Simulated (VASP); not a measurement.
# Sn3Te (Pm-3m) in VASP: further runs

Sn3Te is run at these levels: PBE, HSE06, r2SCAN; tasks: single point.

Program: VASP 6.6.1. These are calculated values, not measurements. Logs are shortened: lines on timing, memory, paths and dates and some standing lists are left out, and cuts for length are marked.

### Step 1. The cell of the first run

The structure is cubic, space group Pm-3m (No. 221). Conventional cell: a = 4.961 Å, b = 4.961 Å, c = 4.961 Å, α = 90.00°, β = 90.00°, γ = 90.00°. Within 4.6 Å of Te (site symmetry m-3m) lie 12 Sn at 3.51 Å. Within 4.6 Å of Sn (site symmetry 4/mmm) lie 4 Te at 3.51 Å and 8 Sn at 3.51 Å.

### Step 2. Single point, PBE

Contents of INCAR:

```
SYSTEM = Sn3Te
PREC     = Accurate       ! precision mode
ENCUT    = 520            ! plane-wave cutoff, eV
EDIFF    = 1E-6           ! SCF threshold, eV
ISMEAR   = -1             ! smearing method
SIGMA    = 0.05           ! smearing width, eV
LREAL    = .False.        ! projectors in reciprocal space
LASPH    = .True.         ! aspherical terms in the spheres
NELM     = 80             ! most SCF steps
ALGO     = Normal         ! electronic algorithm
ISIF     = 2              ! what is computed and relaxed
LWAVE    = .False.        ! write WAVECAR
LCHARG   = .False.        ! write CHGCAR
GGA      = PE             ! functional
NBANDS   = 32             ! bands
```

Contents of KPOINTS:

```
regular mesh
0
Gamma
  6 6 6
  0 0 0
```

Contents of POSCAR:

```
Sn3Te
1.0
    4.9610505803      0.0000000000      0.0000000000
    0.0000000000      4.9610505803      0.0000000000
    0.0000000000      0.0000000000      4.9610505803
Te Sn
1 3
Direct
    0.0000000000      0.0000000000      0.0000000000
    0.0000000000      0.5000000000      0.5000000000
    0.5000000000      0.0000000000      0.5000000000
    0.5000000000      0.5000000000      0.0000000000
```

Potentials or basis: VASP PAW PBE potentials, release 64 (Te, Sn_d).

Started as:

```
$ cat potpaw_PBE.64/Te/POTCAR potpaw_PBE.64/Sn_d/POTCAR > POTCAR
$ mpirun -np 1 vasp_std > vasp.out
```

OUTCAR:

```text
SYSTEM = Sn3Te
   PREC = Accurate
   ENCUT = 520
   EDIFF = 1E-6
   ISMEAR = -1
   LREAL = .False.
   LASPH = .True.
   NELM = 80
   ISIF = 2
   GGA = PE

 ion  position               nearest neighbor table
   1  0.000  0.000  0.000-   2 3.51   3 3.51   4 3.51   2 3.51   3 3.51   2 3.51   4 3.51   2 3.51
                             3 3.51   4 3.51   3 3.51   4 3.51
   2  0.000  0.500  0.500-   1 3.51   3 3.51   4 3.51   1 3.51   4 3.51   1 3.51   3 3.51   1 3.51
                             3 3.51   4 3.51   4 3.51   3 3.51
   3  0.500  0.000  0.500-   1 3.51   2 3.51   4 3.51   1 3.51   4 3.51   2 3.51   4 3.51   4 3.51
                             1 3.51   2 3.51   1 3.51   2 3.51
   4  0.500  0.500  0.000-   1 3.51   2 3.51   3 3.51   2 3.51   3 3.51   1 3.51   3 3.51   3 3.51
                             1 3.51   2 3.51   2 3.51   1 3.51

  LATTYP: Found a simple cubic cell.
 ALAT       =     4.9610505803

  Lattice vectors:

 A1 = (   4.9610505803,   0.0000000000,   0.0000000000)
 A2 = (   0.0000000000,   4.9610505803,   0.0000000000)
 A3 = (   0.0000000000,   0.0000000000,   4.9610505803)

Analysis of symmetry for initial positions (statically):
=====================================================================
 Subroutine PRICEL returns:
 Original cell was already a primitive cell.

 Routine SETGRP: Setting up the symmetry group for a
 simple cubic supercell.

 Subroutine GETGRP returns: Found 48 space group operations
 (whereof 48 operations were pure point group operations)
 out of a pool of 48 trial point group operations.

The static configuration has the point symmetry O_h .

Analysis of symmetry for dynamics (positions and initial velocities):
=====================================================================
 Subroutine PRICEL returns:
 Original cell was already a primitive cell.

 Routine SETGRP: Setting up the symmetry group for a
 simple cubic supercell.

 Subroutine GETGRP returns: Found 48 space group operations
 (whereof 48 operations were pure point group operations)
 out of a pool of 48 trial point group operations.

The dynamic configuration has the point symmetry O_h .

 Subroutine INISYM returns: Found 48 space group operations
 (whereof 48 operations are pure point group operations),
 and found     1 'primitive' translations

----------------------------------------------------------------------------------------

                                     Primitive cell

  volume of cell :     122.1015

  direct lattice vectors                    reciprocal lattice vectors
     4.961050580  0.000000000  0.000000000     0.201570209  0.000000000  0.000000000
     0.000000000  4.961050580  0.000000000     0.000000000  0.201570209  0.000000000
     0.000000000  0.000000000  4.961050580     0.000000000  0.000000000  0.201570209

  length of vectors
     4.961050580  4.961050580  4.961050580     0.201570209  0.201570209  0.201570209

  position of ions in fractional coordinates (direct lattice)
     0.000000000  0.000000000  0.000000000
     0.000000000  0.500000000  0.500000000
     0.500000000  0.000000000  0.500000000
     0.500000000  0.500000000  0.000000000

  ion indices of the primitive-cell ions
   primitive index   ion index
                 1           1
                 2           2
                 3           3
                 4           4

----------------------------------------------------------------------------------------

 KPOINTS: regular mesh

Automatic generation of k-mesh.
 Grid dimensions read from file:
 generate k-points for:    6    6    6

 Generating k-lattice:

  Cartesian coordinates                     Fractional coordinates (reciprocal lattice)
     0.033595035  0.000000000  0.000000000     0.166666667  0.000000000  0.000000000
     0.000000000  0.033595035  0.000000000     0.000000000  0.166666667  0.000000000
     0.000000000  0.000000000  0.033595035     0.000000000  0.000000000  0.166666667

  Length of vectors
     0.033595035  0.033595035  0.033595035

  Shift w.r.t. Gamma in fractional coordinates (k-lattice)
     0.000000000  0.000000000  0.000000000

 Subroutine IBZKPT returns following result:
 ===========================================

 Found     20 irreducible k-points:

 Following reciprocal coordinates:
            Coordinates               Weight
  0.000000  0.000000  0.000000      1.000000
  0.166667  0.000000  0.000000      6.000000
  0.333333  0.000000  0.000000      6.000000
  0.500000  0.000000  0.000000      3.000000
  0.166667  0.166667  0.000000     12.000000
  0.333333  0.166667  0.000000     24.000000
[... 12 lines left out ...]
  0.500000  0.500000  0.333333      6.000000
  0.500000  0.500000  0.500000      1.000000
   k-points           NKPTS =     20   k-points in BZ     NKDIM =     20   number of bands    NBANDS=     32
   number of dos      NEDOS =    301   number of ions     NIONS =      4
   total plane-waves  NPLWV =  64000
   dimension x,y,z NGX =    40 NGY =   40 NGZ =   40
   dimension x,y,z NGXF=    80 NGYF=   80 NGZF=   80
   ions per type =               1   3
   NGX,Y,Z   is equivalent  to a cutoff of  13.40, 13.40, 13.40 a.u.
   NGXF,Y,Z  is equivalent  to a cutoff of  26.81, 26.81, 26.81 a.u.
 SYSTEM =  Sn3Te
   PREC   = accura    normal or accurate (medium, high low for compatibility)
   ISTART =      0    job   : 0-new  1-cont  2-samecut
   ICHARG =      2    charge: 1-file 2-atom 10-const
   ISPIN  =      1    spin polarized calculation?
   LNONCOLLINEAR =      F non collinear calculations
   LSORBIT =      F    spin-orbit coupling
   LASPH  =      T    aspherical Exc in radial PAW
   ENCUT  =  520.0 eV  38.22 Ry    6.18 a.u.   9.22  9.22  9.22*2*pi/ulx,y,z
   NELM   =     80;   NELMIN=  2; NELMDL= -5     # of ELM steps
   EDIFF  = 0.1E-05   stopping-criterion for ELM
   LREAL  =      F    real-space projection
   EDIFFG = 0.1E-04   stopping-criterion for IOM
   NSW    =      0    number of steps for IOM
   IBRION =     -1    ionic relax: 0-MD 1-quasi-New 2-CG
   NFREE  =      0    steps in history (QN), initial steepest desc. (CG)
   ISIF   =      2    stress and relaxation
   ISYM   =      2    0-nonsym 1-usesym 2-fastsym
   POTIM  = 0.5000    time-step for ionic-motion
   TEBEG  =    0.0;   TEEND  =   0.0 temperature during run
   PSTRESS=    0.0 pullay stress
   NELECT =      48.0000    total number of electrons
   NUPDOWN=      -1.0000    fix difference up-down
   EMIN   =  10.00;   EMAX   =-10.00  energy-range for DOS
   EFERMI =   0.00;   METHOD = LEGACY
   ISMEAR =    -1;   SIGMA  =   0.05  broadening in eV -4-tet -1-fermi 0-gaus
   EFERMI_NEDOS =   21; number of points for ismear=-14 and -15
   IALGO  =     38    algorithm
   IMIX   =      4    mixing-type and parameters
     AMIX     =   0.40;   BMIX     =  1.00
     AMIX_MAG =   1.60;   BMIX_MAG =  1.00
  volume/ion in A,a.u.               =      30.53       206.00
  Fermi-wavevector in a.u.,A,eV,Ry     =   1.199264  2.266281 19.568375  1.438235
  Thomas-Fermi vector in A             =   2.335132
   LORBIT       =      0    0 simple, 1 ext, 2 COOP (PROOUT), +10 PAW based schemes
   GGA     = PE    functional components
   LHFCALC =     F    Hartree Fock is set to
   AEXX    =    0.0000 exact exchange contribution
   IVDW    =     0    specifies the selected vdW correction
   LEPSILON=     F    determine dielectric tensor
   LRPA    =     F    only Hartree local field effects (RPA)
 non-spin polarized calculation
  energy-cutoff  :      520.00
  volume of cell :      122.10
 maximum number of plane-waves:      3328
 NGX is ok and might be reduce to    40
   NGX = 19   NGY = 19   NGZ = 19

 number of electron      47.9999981 magnetization

 Free energy of the ion-electron system (eV)
  ---------------------------------------------------
  ext. energy  EPLUGINS =         0.00000000
  ---------------------------------------------------
  free energy    TOTEN  =       -14.33753533 eV

  energy without entropy =      -14.31512825  energy(sigma->0) =      -14.32633179

 E-fermi :   6.9834     XC(G=0):  -9.8010

 val. band max:        6.9666999902   @ k =   0.1667   0.1667   0.1667
 cond. band min:       6.9981119987   @ k =   0.1667   0.0000   0.0000
 fundamental gap:      0.0314120085
 Fermi energy:         6.9834332004

 k-point     1 :       0.0000    0.0000    0.0000
  band No.  band energies     occupation
      1     -14.6907      2.00000
      2     -14.6907      2.00000
      3     -14.6907      2.00000
      4     -14.6869      2.00000
      5     -14.6869      2.00000
      6     -14.6486      2.00000
[... 24 lines left out ...]
     31      11.6546      0.00000
     32      12.1249      0.00000

 k-point     2 :       0.1667    0.0000    0.0000
  band No.  band energies     occupation
      1     -14.6885      2.00000
      2     -14.6863      2.00000
      3     -14.6825      2.00000
      4     -14.6825      2.00000
      5     -14.6818      2.00000
      6     -14.6439      2.00000
[... 24 lines left out ...]
     31      12.2037      0.00000
     32      12.2360      0.00000

 k-point     3 :       0.3333    0.0000    0.0000
  band No.  band energies     occupation
      1     -14.6853      2.00000
      2     -14.6833      2.00000
      3     -14.6688      2.00000
      4     -14.6650      2.00000
      5     -14.6650      2.00000
      6     -14.6491      2.00000
[... 24 lines left out ...]
     31      11.1025      0.00000
     32      12.6130      0.00000

 k-point     4 :       0.5000    0.0000    0.0000
  band No.  band energies     occupation
      1     -14.6848      2.00000
      2     -14.6800      2.00000
      3     -14.6588      2.00000
      4     -14.6579      2.00000
      5     -14.6579      2.00000
      6     -14.6523      2.00000
[... 24 lines left out ...]
     31      10.4337      0.00000
     32      13.0955      0.00000

 k-point     5 :       0.1667    0.1667    0.0000
  band No.  band energies     occupation
      1     -14.6851      2.00000
      2     -14.6836      2.00000
      3     -14.6831      2.00000
      4     -14.6775      2.00000
      5     -14.6711      2.00000
      6     -14.6469      2.00000
[... 444 lines left out ...]
     31      11.8488      0.00000
     32      13.7494      0.00000

 k-point    18 :       0.5000    0.3333    0.3333
  band No.  band energies     occupation
      1     -14.6867      2.00000
      2     -14.6821      2.00000
      3     -14.6779      2.00000
      4     -14.6685      2.00000
      5     -14.6446      2.00000
      6     -14.6403      2.00000
[... 24 lines left out ...]
     31      11.4993      0.00000
     32      14.6620      0.00000

 k-point    19 :       0.5000    0.5000    0.3333
  band No.  band energies     occupation
      1     -14.6902      2.00000
      2     -14.6800      2.00000
      3     -14.6800      2.00000
      4     -14.6762      2.00000
      5     -14.6389      2.00000
      6     -14.6381      2.00000
[... 24 lines left out ...]
     31      11.9948      0.00000
     32      14.7129      0.00000

 k-point    20 :       0.5000    0.5000    0.5000
  band No.  band energies     occupation
      1     -14.6941      2.00000
      2     -14.6816      2.00000
      3     -14.6816      2.00000
      4     -14.6816      2.00000
      5     -14.6413      2.00000
      6     -14.6413      2.00000
[... 24 lines left out ...]
     31      12.0706      0.00000
     32      14.3556      0.00000

------------------------ aborting loop because EDIFF is reached ----------------------------------------

  FORCE on cell =-STRESS in cart. coord.  units (eV):
  Direction    XX          YY          ZZ          XY          YZ          ZX
  --------------------------------------------------------------------------------------
  -------------------------------------------------------------------------------------
  Total       -1.5594157     -1.5594157     -1.5594157      0.0000000     -0.0000000      0.0000000
  in kB      -20.4621618    -20.4621618    -20.4621618      0.0000000     -0.0000000      0.0000000
  external PRESSURE =     -20.4621618 kB  Pullay stress =       0.0000000 kB

 VOLUME and BASIS-vectors are now :
 -----------------------------------------------------------------------------
  energy-cutoff  :      520.00
  volume of cell :      122.10
      direct lattice vectors                 reciprocal lattice vectors
     4.961050580  0.000000000  0.000000000     0.201570209  0.000000000  0.000000000
     0.000000000  4.961050580  0.000000000     0.000000000  0.201570209  0.000000000
     0.000000000  0.000000000  4.961050580     0.000000000  0.000000000  0.201570209

 POSITION                                       TOTAL-FORCE (eV/Angst)
 -----------------------------------------------------------------------------------
      0.00000      0.00000      0.00000         0.000000      0.000000      0.000000
      0.00000      2.48053      2.48053         0.000000      0.000000      0.000000
      2.48053      0.00000      2.48053         0.000000      0.000000      0.000000
      2.48053      2.48053      0.00000         0.000000      0.000000      0.000000
 -----------------------------------------------------------------------------------
    total drift:                               -0.000000     -0.000000     -0.000000

  FREE ENERGIE OF THE ION-ELECTRON SYSTEM (eV)
  ---------------------------------------------------
  free  energy   TOTEN  =       -14.3375353299 eV

  energy  without entropy=      -14.3151282537  energy(sigma->0) =      -14.32633179
```

Run time: 73 s. Hardware: 1 thread of AMD EPYC 7R43 (Zen 3), shared host; peak memory 0.23 GiB.

Results:

| Item | Value |
| --- | --- |
| Free energy | -14.3375 eV |
| Pressure | -2.0 GPa |
| Band gap on the k mesh | zero (band 24 reaches 9.57 eV, above the bottom of band 25 at 6.69 eV) |

Levels at points of the mesh, in eV from the Fermi level:
```csv
k point,band 21,band 22,band 23,band 24,band 25,band 26,band 27,band 28
"(0.00, 0.00, 0.00)",-3.96,-3.96,0.36,0.36,0.36,1.84,1.84,1.84
"(0.50, 0.00, 0.00)",-2.93,-1.60,-1.60,-1.46,-0.24,1.62,1.81,2.21
"(0.50, 0.50, 0.00)",-1.97,-1.97,-1.84,-0.77,-0.04,-0.04,0.12,3.18
"(0.50, 0.50, 0.50)",-4.87,-4.87,-4.06,2.59,2.59,2.59,5.03,5.03
```

Caveat: spin-orbit coupling is left out, which moves the levels of the heavy elements.

### Step 3. Single point, HSE06

This run uses another cell than the first one, of 28.80 Å³/atom, 0.943 times its volume.

Contents of POSCAR:

```
Sn3Te
1.0
    4.8656220000      0.0000000000      0.0000000000
    0.0000000000      4.8656220000      0.0000000000
    0.0000000000      0.0000000000      4.8656220000
Te Sn
1 3
Direct
    0.0000000000      0.0000000000      0.0000000000
    0.0000000000      0.5000000000      0.5000000000
    0.5000000000      0.0000000000      0.5000000000
    0.5000000000      0.5000000000      0.0000000000
```

Contents of INCAR.step1:

```
SYSTEM = Sn3Te
PREC = Accurate
ENCUT = 520
EDIFF = 1E-5
ISMEAR = 0
SIGMA = 0.1
LREAL = .FALSE.
LASPH = .TRUE.
NELM = 80
ALGO = Normal
ISIF = 2
LWAVE = .TRUE.
GGA = PE
NBANDS = 32
```

Contents of INCAR.step2:

```
SYSTEM = Sn3Te
PREC = Accurate
ENCUT = 520
EDIFF = 1E-6
ISMEAR = 0
SIGMA = 0.1
LREAL = .FALSE.
LASPH = .TRUE.
NELM = 80
ALGO = Normal
ISIF = 2
LWAVE = .FALSE.
LCHARG = .TRUE.
GGA = PE
LHFCALC = .TRUE.
HFSCREEN = 0.2079
PRECFOCK = Normal
LELF = .TRUE.
LVHAR = .TRUE.
ISTART = 1
NBANDS = 32
```

Contents of KPOINTS:

```
regular mesh
0
G
  3 3 3
  0 0 0
```

Potentials or basis: VASP PAW PBE potentials, release 64 (Te, Sn_d).

Started as:

```
$ cat potpaw_PBE.64/Te/POTCAR potpaw_PBE.64/Sn_d/POTCAR > POTCAR
$ cp INCAR.step1 INCAR
$ mpirun -np 1 vasp_std > vasp.out
$ cp INCAR.step2 INCAR
$ mpirun -np 1 vasp_std > vasp.out
```

Run time: 17 min. Hardware: 1 thread of AMD EPYC 7R13 (Zen 3), shared host; peak memory 0.31 GiB.

Results (log left out):

- Free energy: -16.7755 eV
- Pressure: -2.3 GPa
- Band gap on the k mesh: zero (band 24 reaches 8.22 eV, above the bottom of band 25 at 7.67 eV)

Levels at points of the mesh, in eV from the Fermi level:
| k point | band 20 | band 21 | band 22 | band 23 | band 24 | band 25 | band 26 | band 27 |
| --- | --- | --- | --- | --- | --- | --- | --- | --- |
| (0.00, 0.00, 0.00) | -5.04 | -5.04 | -5.04 | 0.19 | 0.19 | 0.19 | 2.09 | 2.09 |

Caveat: the k points lie up to 0.43 Å⁻¹ apart; the PAW data sets were made with another functional, which shifts forces and pressure a little; spin-orbit coupling is left out, which moves the levels of the heavy elements.

[end of part 1 of 2]
